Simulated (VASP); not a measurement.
Set up this calculation in VASP 6.6.1, as the native input.

| Item | Value |
| --- | --- |
| Task | single point |
| Functional | LDA |
| Potentials or basis | VASP PAW LDA potentials, release 64 (Hf_pv, O) |
| Cutoff | 520 eV |
| k mesh | 8 × 8 × 8 |
| Occupations | gaussian, width 0.02 eV |
| Spin | no spin polarisation |
| Dipole correction | no |
| Further INCAR settings | ALGO = Normal; EDIFF = 1e-07; NBANDS = 18 |

The structure of HfO2 lies in POSCAR:

```
HfO2
1.0
    0.0000000000      2.5005395321      2.5005395321
    2.5005395321      0.0000000000      2.5005395321
    2.5005395321      2.5005395321      0.0000000000
Hf O
1 2
Direct
    0.0000000000      0.0000000000      0.0000000000
    0.2500000000      0.2500000000      0.2500000000
    0.7500000000      0.7500000000      0.7500000000
```

The input as run:

INCAR

```
SYSTEM = HfO2
PREC = Accurate
ENCUT = 520
EDIFF = 1E-7
ISMEAR = 0
SIGMA = 0.02
LREAL = .False.
LASPH = .True.
NELM = 80
ALGO = Normal
ISIF = 2
LWAVE = .False.
LCHARG = .False.
NBANDS = 18
```

KPOINTS

```
Automatic mesh
0
Gamma
  8 8 8
  0 0 0
```

Potentials or basis: VASP PAW LDA potentials, release 64 (Hf_pv, O).

Launch:

```bash
$ cat potpaw_LDA.64/Hf_pv/POTCAR potpaw_LDA.64/O/POTCAR > POTCAR
$ mpirun -np 1 vasp_std > vasp.out
```

It gave:

The pressure is -3.2 GPa and the band gap on the k mesh is 3.70 eV, direct.

Caveat: spin-orbit coupling is left out, which moves the levels of the heavy elements.

Run time: 18 s on 1 thread of Intel Xeon 6975P-C, with other jobs on the host, peak memory 0.15 GiB.
